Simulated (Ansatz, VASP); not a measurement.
## TeW: VASP beside Ansatz

File INCAR:

```
SYSTEM = TeW
ALGO     = Normal         ! electronic algorithm
EDIFF    = 1E-6           ! SCF threshold, eV
ENCUT    = 520            ! plane-wave cutoff, eV
GGA      = PE             ! functional
ISIF     = 2              ! what is computed and relaxed
ISMEAR   = 0              ! smearing method
ISPIN    = 2              ! spin polarisation
LASPH    = .True.         ! aspherical terms in the spheres
LCHARG   = .False.        ! write CHGCAR
LMAXMIX  = 4              ! l up to which the mixer works
LORBIT   = 11             ! projections on sites
LREAL    = .False.        ! projectors in reciprocal space
LWAVE    = .False.        ! write WAVECAR
MAGMOM   = 1 -1 0 0       ! initial moments
NBANDS   = 32             ! bands
NELM     = 150            ! most SCF steps
PREC     = Accurate       ! precision mode
SIGMA    = 0.1            ! smearing width, eV
```

The input KPOINTS:

```
k-points
0
Gamma
  12 12 6
  0 0 0
```

The input POSCAR:

```
TeW
1.0
    0.0000000000      3.0618296945      3.0618296945
    6.1236593890      3.0618296945      3.0618296945
    6.1236593890      6.1236593890      0.0000000000
W Te
2 2
Direct
    0.0000000000      1.0000000000      1.0000000000
    0.0000000000      1.0000000000      0.5000000000
    0.2500000000      0.2500000000      0.0000000000
    0.2500000000      0.2500000000      0.5000000000
```

Input for Ansatz:

```yaml
crystal:
  lattice:
    - [0.0, 3.0618296945, 3.0618296945]
    - [6.123659389, 3.0618296945, 3.0618296945]
    - [6.123659389, 6.123659389, 0.0]
  atoms:
    - { symbol: W, position: [0.0, 1.0, 1.0], spin: 1.0 }
    - { symbol: Te, position: [0.25, 0.25, 0.0] }
    - { symbol: W, position: [0.0, 1.0, 0.5], spin: -1.0 }
    - { symbol: Te, position: [0.25, 0.25, 0.5] }
basis:
  ecutwfc: 420
kpoints:
  mp_grid: { grid: [12, 12, 6] }
hamiltonian:
  xc: pbe
scf:
  occupations: { method: gaussian, width: 0.1 }
  lower_state_search: "off"
output:
  forces: true
  stress: true
  eigenvalues: true
  populations: true
magnetization:
  spin_polarized: true
```

Alike in both runs: task single point; functional PBE; k mesh 12 × 12 × 6; occupations gaussian, width 0.1 eV; collinear spin.

|  | VASP | Ansatz |
| --- | --- | --- |
| version | VASP 6.6.1 | Ansatz 0.2.0 |
| potentials or method | VASP PAW PBE potentials, release 64 (W_sv, Te), cutoff 520 eV | scalar-relativistic, plane waves, PAW |
| valence electrons in the cell | 40 | 60 |

|  | VASP | Ansatz | Ansatz less VASP |
| --- | --- | --- | --- |
| gap on the k mesh at the Fermi level (eV) | none | none | - |
| pressure (GPa) | 0.2 | 0.2 | +0.01 |
| net moment per atom (μB) | 0.00 | 0.00 | 0.000 |
| size of the moment on the site where the two differ most (μB) | 1.08 | 0.94 | -0.139 |

Site moments also hang on the region over which each program counts them. A gap of «none» marks a metal or a gap that the smearing closes. With one functional, cell and mesh, what is left measures potentials, basis and numerics. VASP's potentials hold 40 valence electrons a cell and Ansatz's 60, so a difference there can come from the potentials and not from the codes.

Neither program's run includes spin-orbit coupling.
